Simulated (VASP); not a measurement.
Here is a VASP 6.6.1 calculation.

File POSCAR:

```
KCl
1.0
    0.0000000000      3.1561000000      3.1561000000
    3.1561000000      0.0000000000      3.1561000000
    3.1561000000      3.1561000000      0.0000000000
K Cl
1 1
Direct
    0.0000000000      0.0000000000      0.0000000000
    0.5000000000      0.5000000000      0.5000000000
```

Contents of INCAR.step1:

```
SYSTEM = KCl
  PREC = Accurate
  ENCUT = 600
  ISMEAR = 0
  SIGMA = 0.02
  LREAL = .FALSE.
  LASPH = .TRUE.
  NELM = 80
  GGA = PE
  ALGO = Normal
  EDIFF = 1E-4
  LWAVE = .TRUE.
  LCHARG = .FALSE.
```

Contents of INCAR.step2:

```
SYSTEM = KCl
  PREC = Accurate
  ENCUT = 600
  EDIFF = 1E-7
  ISMEAR = 0
  SIGMA = 0.02
  LREAL = .FALSE.
  LASPH = .TRUE.
  NELM = 80
  ALGO = Normal
  ISIF = 3
  LWAVE = .FALSE.
  LCHARG = .FALSE.
  METAGGA = R2SCAN
  LMIXTAU = .TRUE.
  IBRION = 2
  NSW = 100
  EDIFFG = -0.005
  ISTART = 1
```

File KPOINTS:

```
Automatic mesh
0
G
  6 6 6
  0 0 0
```

Potentials or basis: VASP PAW PBE potentials, release 64 (K_sv, Cl).

Run with:

```sh
$ cat potpaw_PBE.64/K_sv/POTCAR potpaw_PBE.64/Cl/POTCAR > POTCAR
$ cp INCAR.step1 INCAR
$ mpirun -np 1 vasp_std > vasp.out
$ cp INCAR.step2 INCAR
$ mpirun -np 1 vasp_std > vasp.out
```

**Question.** Estimate the band gap on the k mesh.

**Answer.** 5.83 eV, direct.

**Question.** Estimate the space group after relaxing (to 0.05 Å).

**Answer.** Fm-3m (No. 225).

**Question.** What does it give for the relaxed cell?

**Answer.** a = 4.452 Å, b = 4.452 Å, c = 4.452 Å, α = 60.00°, β = 60.00°, γ = 60.00°.

**Question.** Estimate the relaxed volume.

**Answer.** 31.19 Å³/atom.

Step by step:
```csv
step,energy change (eV),largest force (eV/Å),pressure (GPa),volume (Å³)
1,0.0000,0.0000,-0.16,62.88
2,-0.0002,0.0000,-0.07,62.60
3,-0.0002,0.0000,0.00,62.38
```

Caveat: the PAW data sets were made with another functional, which shifts forces and pressure a little. r2SCAN opens gaps a little over a GGA but as a rule still falls short of measured ones.
